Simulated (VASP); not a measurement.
# SnTe (rocksalt type) (Fm-3m) in VASP: a series of runs

SnTe (rocksalt type) is run at these levels: r2SCAN; tasks: single point.

Program: VASP 6.6.1. These are calculated values, not measurements. Logs are shortened: lines on timing, memory, paths and dates and some standing lists are left out, and cuts for length are marked.

## (1) The cell of the first run

Symmetry: Fm-3m, No. 225, cubic system. The conventional cell has a = 6.103 Å, b = 6.103 Å, c = 6.103 Å, α = 90.00°, β = 90.00°, γ = 90.00°. Within 4.0 Å of Sn (site symmetry m-3m) lie 6 Te at 3.05 Å. Within 4.0 Å of Te (site symmetry m-3m) lie 6 Sn at 3.05 Å.

## (2) Single point, r2SCAN (28.41 Å³/atom)

Input file POSCAR:

```
SnTe
1.0
    0.0000000000      3.0512967358      3.0512967358
    3.0512967358      0.0000000000      3.0512967358
    3.0512967358      3.0512967358      0.0000000000
Sn Te
1 1
Direct
    0.0000000000      0.0000000000      0.0000000000
    0.5000000000      0.5000000000      0.5000000000
```

Input file INCAR.step1:

```
SYSTEM = SnTe
  PREC = Accurate
  ENCUT = 520
  ISMEAR = -1
  SIGMA = 0.08
  LREAL = .FALSE.
  LASPH = .TRUE.
  NELM = 80
  NBANDS = 17
  GGA = PE
  ALGO = Normal
  EDIFF = 1E-4
  LWAVE = .TRUE.
  LCHARG = .FALSE.
```

Input file INCAR.step2:

```
SYSTEM = SnTe
  PREC = Accurate
  ENCUT = 520
  EDIFF = 1E-6
  ISMEAR = -1
  SIGMA = 0.08
  LREAL = .FALSE.
  LASPH = .TRUE.
  NELM = 80
  ALGO = Normal
  ISIF = 2
  LWAVE = .FALSE.
  LCHARG = .TRUE.
  METAGGA = R2SCAN
  LMIXTAU = .TRUE.
  LELF = .TRUE.
  LVHAR = .TRUE.
  NBANDS = 17
  ISTART = 1
```

Input file KPOINTS:

```
Automatic mesh
0
G
  13 13 13
  0 0 0
```

Potentials or basis: VASP PAW PBE potentials, release 64 (Sn_d, Te).

Run with:

```bash
$ cat potpaw_PBE.64/Sn_d/POTCAR potpaw_PBE.64/Te/POTCAR > POTCAR
$ cp INCAR.step1 INCAR
$ mpirun -np 1 vasp_std > vasp.out
$ cp INCAR.step2 INCAR
$ mpirun -np 1 vasp_std > vasp.out
```

OUTCAR:

```text
SYSTEM = SnTe
   PREC = Accurate
   ENCUT = 520
   EDIFF = 1E-6
   ISMEAR = -1
   LREAL = .FALSE.
   LASPH = .TRUE.
   NELM = 80
   ISIF = 2
   METAGGA = R2SCAN
   ISTART = 1

 ion  position               nearest neighbor table
   1  0.000  0.000  0.000-   2 3.05   2 3.05   2 3.05   2 3.05   2 3.05   2 3.05
   2  0.500  0.500  0.500-   1 3.05   1 3.05   1 3.05   1 3.05   1 3.05   1 3.05

  LATTYP: Found a face centered cubic cell.
 ALAT       =     6.1025934716

  Lattice vectors:

 A1 = (   0.0000000000,   3.0512967358,   3.0512967358)
 A2 = (   3.0512967358,   0.0000000000,   3.0512967358)
 A3 = (   3.0512967358,   3.0512967358,   0.0000000000)

Analysis of symmetry for initial positions (statically):
=====================================================================
 Subroutine PRICEL returns:
 Original cell was already a primitive cell.

 Routine SETGRP: Setting up the symmetry group for a
 face centered cubic supercell.

 Subroutine GETGRP returns: Found 48 space group operations
 (whereof 48 operations were pure point group operations)
 out of a pool of 48 trial point group operations.

The static configuration has the point symmetry O_h .

Analysis of symmetry for dynamics (positions and initial velocities):
=====================================================================
 Subroutine PRICEL returns:
 Original cell was already a primitive cell.

 Routine SETGRP: Setting up the symmetry group for a
 face centered cubic supercell.

 Subroutine GETGRP returns: Found 48 space group operations
 (whereof 48 operations were pure point group operations)
 out of a pool of 48 trial point group operations.

The dynamic configuration has the point symmetry O_h .

 Subroutine INISYM returns: Found 48 space group operations
 (whereof 48 operations are pure point group operations),
 and found     1 'primitive' translations

----------------------------------------------------------------------------------------

                                     Primitive cell

  volume of cell :      56.8177

  direct lattice vectors                    reciprocal lattice vectors
     0.000000000  3.051296736  3.051296736    -0.163864758  0.163864758  0.163864758
     3.051296736  0.000000000  3.051296736     0.163864758 -0.163864758  0.163864758
     3.051296736  3.051296736  0.000000000     0.163864758  0.163864758 -0.163864758

  length of vectors
     4.315185227  4.315185227  4.315185227     0.283822086  0.283822086  0.283822086

  position of ions in fractional coordinates (direct lattice)
     0.000000000  0.000000000  0.000000000
     0.500000000  0.500000000  0.500000000

  ion indices of the primitive-cell ions
   primitive index   ion index
                 1           1
                 2           2

----------------------------------------------------------------------------------------

 KPOINTS: Automatic mesh

Automatic generation of k-mesh.
 Grid dimensions read from file:
 generate k-points for:   13   13   13

 Generating k-lattice:

  Cartesian coordinates                     Fractional coordinates (reciprocal lattice)
    -0.012604981  0.012604981  0.012604981     0.076923077  0.000000000  0.000000000
     0.012604981 -0.012604981  0.012604981     0.000000000  0.076923077  0.000000000
     0.012604981  0.012604981 -0.012604981     0.000000000  0.000000000  0.076923077

  Length of vectors
     0.021832468  0.021832468  0.021832468

  Shift w.r.t. Gamma in fractional coordinates (k-lattice)
     0.000000000  0.000000000  0.000000000

 Subroutine IBZKPT returns following result:
 ===========================================

 Found     84 irreducible k-points:

 Following reciprocal coordinates:
            Coordinates               Weight
  0.000000  0.000000  0.000000      1.000000
  0.076923  0.000000  0.000000      8.000000
  0.153846  0.000000  0.000000      8.000000
  0.230769  0.000000  0.000000      8.000000
  0.307692  0.000000  0.000000      8.000000
  0.384615  0.000000  0.000000      8.000000
[... 16 lines left out ...]
  0.384615  0.153846  0.000000     24.000000
  0.461538  0.153846  0.000000     24.000000
 [... further k-points ...]
   k-points           NKPTS =     84   k-points in BZ     NKDIM =     84   number of bands    NBANDS=     17
   number of dos      NEDOS =    301   number of ions     NIONS =      2
   total plane-waves  NPLWV =  32768
   dimension x,y,z NGX =    32 NGY =   32 NGZ =   32
   dimension x,y,z NGXF=    64 NGYF=   64 NGZF=   64
   ions per type =               1   1
   NGX,Y,Z   is equivalent  to a cutoff of  12.33, 12.33, 12.33 a.u.
   NGXF,Y,Z  is equivalent  to a cutoff of  24.66, 24.66, 24.66 a.u.
 SYSTEM =  SnTe
   PREC   = accura    normal or accurate (medium, high low for compatibility)
   ISTART =      1    job   : 0-new  1-cont  2-samecut
   ICHARG =      0    charge: 1-file 2-atom 10-const
   ISPIN  =      1    spin polarized calculation?
   LNONCOLLINEAR =      F non collinear calculations
   LSORBIT =      F    spin-orbit coupling
   LASPH  =      T    aspherical Exc in radial PAW
   ENCUT  =  520.0 eV  38.22 Ry    6.18 a.u.   8.02  8.02  8.02*2*pi/ulx,y,z
   NELM   =     80;   NELMIN=  2; NELMDL=  0     # of ELM steps
   EDIFF  = 0.1E-05   stopping-criterion for ELM
   LREAL  =      F    real-space projection
[... 7 lines left out ...]
   TEBEG  =    0.0;   TEEND  =   0.0 temperature during run
   PSTRESS=    0.0 pullay stress
   NELECT =      20.0000    total number of electrons
   NUPDOWN=      -1.0000    fix difference up-down
   EMIN   =  10.00;   EMAX   =-10.00  energy-range for DOS
   EFERMI =   0.00;   METHOD = LEGACY
   ISMEAR =    -1;   SIGMA  =   0.08  broadening in eV -4-tet -1-fermi 0-gaus
   EFERMI_NEDOS =   21; number of points for ismear=-14 and -15
   IALGO  =     38    algorithm
   IMIX   =      4    mixing-type and parameters
     AMIX     =   0.40;   BMIX     =  1.00
     AMIX_MAG =   1.60;   BMIX_MAG =  1.00
  volume/ion in A,a.u.               =      28.41       191.71
  Fermi-wavevector in a.u.,A,eV,Ry     =   1.155909  2.184352 18.179099  1.336126
  Thomas-Fermi vector in A             =   2.292534
   LORBIT       =      0    0 simple, 1 ext, 2 COOP (PROOUT), +10 PAW based schemes
   METAGGA = R2SCAN    functional components
   LHFCALC =     F    Hartree Fock is set to
   AEXX    =    0.0000 exact exchange contribution
   IVDW    =     0    specifies the selected vdW correction
   LEPSILON=     F    determine dielectric tensor
   LRPA    =     F    only Hartree local field effects (RPA)
 non-spin polarized calculation
  energy-cutoff  :      520.00
  volume of cell :       56.82
 maximum number of plane-waves:      1548
   NGX = 17   NGY = 17   NGZ = 17

 number of electron      19.9999991 magnetization

 Free energy of the ion-electron system (eV)
  ---------------------------------------------------
  ext. energy  EPLUGINS =         0.00000000
  ---------------------------------------------------
  free energy    TOTEN  =       -50.52610591 eV

  energy without entropy =      -50.52257187  energy(sigma->0) =      -50.52433889

 E-fermi :   8.3027     XC(G=0): -10.5413

 val. band max:        8.3005652139   @ k =   0.4615   0.0000   0.0000
 cond. band min:       8.4428872196   @ k =   0.4615   0.0000   0.0000
 fundamental gap:      0.1423220058
 Fermi energy:         8.3027207437

 k-point     1 :       0.0000    0.0000    0.0000
  band No.  band energies     occupation
      1     -14.5149      2.00000
      2     -14.5149      2.00000
      3     -14.4961      2.00000
      4     -14.4961      2.00000
      5     -14.4961      2.00000
      6      -5.9979      2.00000
[... 9 lines left out ...]
     16      13.0667      0.00000
     17      15.2478      0.00000

 k-point     2 :       0.0769    0.0000    0.0000
  band No.  band energies     occupation
      1     -14.5154      2.00000
      2     -14.5154      2.00000
      3     -14.4960      2.00000
      4     -14.4956      2.00000
      5     -14.4956      2.00000
      6      -5.9371      2.00000
[... 9 lines left out ...]
     16      13.2112      0.00000
     17      15.7559      0.00000

 k-point     3 :       0.1538    0.0000    0.0000
  band No.  band energies     occupation
      1     -14.5168      2.00000
      2     -14.5168      2.00000
      3     -14.4956      2.00000
      4     -14.4941      2.00000
      5     -14.4941      2.00000
      6      -5.7575      2.00000
[... 9 lines left out ...]
     16      13.6058      0.00000
     17      16.9756      0.00000

 k-point     4 :       0.2308    0.0000    0.0000
  band No.  band energies     occupation
      1     -14.5190      2.00000
      2     -14.5190      2.00000
      3     -14.4952      2.00000
      4     -14.4918      2.00000
      5     -14.4918      2.00000
      6      -5.4696      2.00000
[... 9 lines left out ...]
     16      14.2300      0.00000
     17      18.4510      0.00000

 k-point     5 :       0.3077    0.0000    0.0000
  band No.  band energies     occupation
      1     -14.5214      2.00000
      2     -14.5214      2.00000
      3     -14.4947      2.00000
      4     -14.4892      2.00000
      5     -14.4892      2.00000
      6      -5.0983      2.00000
[... 9 lines left out ...]
     16      15.0657      0.00000
     17      20.0288      0.00000

 k-point     6 :       0.3846    0.0000    0.0000
  band No.  band energies     occupation
      1     -14.5235      2.00000
      2     -14.5234      2.00000
      3     -14.4943      2.00000
      4     -14.4869      2.00000
      5     -14.4869      2.00000
      6      -4.7019      2.00000
[... 9 lines left out ...]
     16      16.0852      0.00000
     17      19.5620      0.00000
[... 281 lines left out ...]
 k-point    21 :       0.2308    0.1538    0.0000
  band No.  band energies     occupation
      1     -14.5246      2.00000
      2     -14.5133      2.00000
      3     -14.4977      2.00000
      4     -14.4908      2.00000
      5     -14.4905      2.00000
      6      -5.4648      2.00000
[... 9 lines left out ...]
     16      15.1339      0.00000
     17      16.3602      0.00000

 k-point    22 :       0.3077    0.1538    0.0000
  band No.  band energies     occupation
      1     -14.5275      2.00000
      2     -14.5147      2.00000
      3     -14.4971      2.00000
      4     -14.4892      2.00000
      5     -14.4880      2.00000
      6      -5.1552      2.00000
[... 9 lines left out ...]
     16      15.9299      0.00000
     17      17.6567      0.00000

 k-point    23 :       0.3846    0.1538    0.0000
  band No.  band energies     occupation
      1     -14.5295      2.00000
      2     -14.5170      2.00000
      3     -14.4958      2.00000
      4     -14.4878      2.00000
      5     -14.4858      2.00000
      6      -4.7833      2.00000
[... 9 lines left out ...]
     16      16.9032      0.00000
     17      19.0633      0.00000

 k-point    24 :       0.4615    0.1538    0.0000
  band No.  band energies     occupation
      1     -14.5301      2.00000
      2     -14.5196      2.00000
      3     -14.4942      2.00000
      4     -14.4871      2.00000
      5     -14.4845      2.00000
      6      -4.4265      2.00000
[... 9 lines left out ...]
     16      17.8415      0.00000
     17      18.0833      0.00000

 [... further k-points ...]

------------------------ aborting loop because EDIFF is reached ----------------------------------------

  FORCE on cell =-STRESS in cart. coord.  units (eV):
  Direction    XX          YY          ZZ          XY          YZ          ZX
  --------------------------------------------------------------------------------------
  -------------------------------------------------------------------------------------
  Total        2.6602445      2.6602445      2.6602445      0.0000000     -0.0000000      0.0000000
  in kB       75.0151204     75.0151204     75.0151204      0.0000000     -0.0000000      0.0000000
  external PRESSURE =      75.0151204 kB  Pullay stress =       0.0000000 kB

 VOLUME and BASIS-vectors are now :
 -----------------------------------------------------------------------------
  energy-cutoff  :      520.00
  volume of cell :       56.82
      direct lattice vectors                 reciprocal lattice vectors
     0.000000000  3.051296736  3.051296736    -0.163864758  0.163864758  0.163864758
     3.051296736  0.000000000  3.051296736     0.163864758 -0.163864758  0.163864758
     3.051296736  3.051296736  0.000000000     0.163864758  0.163864758 -0.163864758

 POSITION                                       TOTAL-FORCE (eV/Angst)
 -----------------------------------------------------------------------------------
      0.00000      0.00000      0.00000         0.000000      0.000000      0.000000
      3.05130      3.05130      3.05130        -0.000000     -0.000000     -0.000000
 -----------------------------------------------------------------------------------
    total drift:                                0.000000     -0.000000     -0.000000

  FREE ENERGIE OF THE ION-ELECTRON SYSTEM (eV)
  ---------------------------------------------------
  free  energy   TOTEN  =       -50.5261059120 eV

  energy  without entropy=      -50.5225718690  energy(sigma->0) =      -50.52433889
```

Wall time 4.8 min (1 thread of Intel Xeon 8259CL, shared host); peak memory 0.24 GiB.

Results:

```
Free energy : -50.5261 eV
Pressure    : 7.5 GPa
```

Caveat: this odd mesh misses L, so gap, dielectric constants and Born charges aren't listed; the cell stands under pressure; the PAW data sets were made with another functional, which shifts forces and pressure a little; spin-orbit coupling is left out, which moves the levels of the heavy elements.

## (3) Single point, r2SCAN (30.35 Å³/atom)

This run uses another cell than the first one, of 30.35 Å³/atom.

Input file POSCAR:

```
SnTe
1.0
    0.0000000000      3.1191254212      3.1191254212
    3.1191254212      0.0000000000      3.1191254212
    3.1191254212      3.1191254212      0.0000000000
Sn Te
1 1
Direct
    0.0000000000      0.0000000000      0.0000000000
    0.5000000000      0.5000000000      0.5000000000
```

Input file INCAR.step1:

```
PREC     = Accurate       # precision mode
ENCUT    = 520            # plane-wave cutoff, eV
ISMEAR   = -1             # smearing method
SIGMA    = 0.08           # smearing width, eV
LREAL    = False          # projectors in reciprocal space
LASPH    = True           # aspherical terms in the spheres
NELM     = 60             # most SCF steps
NBANDS   = 17             # bands
GGA      = PE             # functional
ALGO     = Normal         # electronic algorithm
EDIFF    = 1E-4           # SCF threshold, eV
LWAVE    = True           # write WAVECAR
LCHARG   = False          # write CHGCAR
```

Input file INCAR.step2:

```
PREC     = Accurate       # precision mode
ENCUT    = 520            # plane-wave cutoff, eV
EDIFF    = 1E-7           # SCF threshold, eV
ISMEAR   = -1             # smearing method
SIGMA    = 0.08           # smearing width, eV
LREAL    = False          # projectors in reciprocal space
LASPH    = True           # aspherical terms in the spheres
NELM     = 60             # most SCF steps
ALGO     = Normal         # electronic algorithm
ISIF     = 2              # what is computed and relaxed
LWAVE    = False          # write WAVECAR
LCHARG   = False          # write CHGCAR
METAGGA  = R2SCAN         # meta-GGA
LMIXTAU  = True         
NBANDS   = 17             # bands
ISTART   = 1
```

Input file KPOINTS:

```
Automatic mesh
0
Gamma
  13 13 13
```

Potentials or basis: VASP PAW PBE potentials, release 64 (Sn_d, Te).

Run with:

```bash
$ cat potpaw_PBE.64/Sn_d/POTCAR potpaw_PBE.64/Te/POTCAR > POTCAR
$ cp INCAR.step1 INCAR
$ mpirun -np 1 vasp_std > vasp.out
$ cp INCAR.step2 INCAR
$ mpirun -np 1 vasp_std > vasp.out
```

Wall time 6 min (1 thread of Intel Xeon 8259CL, shared host); peak memory 0.28 GiB.

It converged, with:

* Free energy: -50.6530 eV
* Pressure: 3.1 GPa

Levels at points of the mesh, in eV from the Fermi level:
| k point | band 6 | band 7 | band 8 | band 9 | band 10 | band 11 | band 12 | band 13 | band 14 | band 15 |
| --- | --- | --- | --- | --- | --- | --- | --- | --- | --- | --- |
| (0.00, 0.00, 0.00) | -13.76 | -4.61 | -2.60 | -2.60 | -2.60 | 3.49 | 3.49 | 3.49 | 4.89 | 4.89 |

Caveat: this odd mesh misses L, so gap, dielectric constants and Born charges aren't listed; the cell stands under pressure; the PAW data sets were made with another functional, which shifts forces and pressure a little; spin-orbit coupling is left out, which moves the levels of the heavy elements.
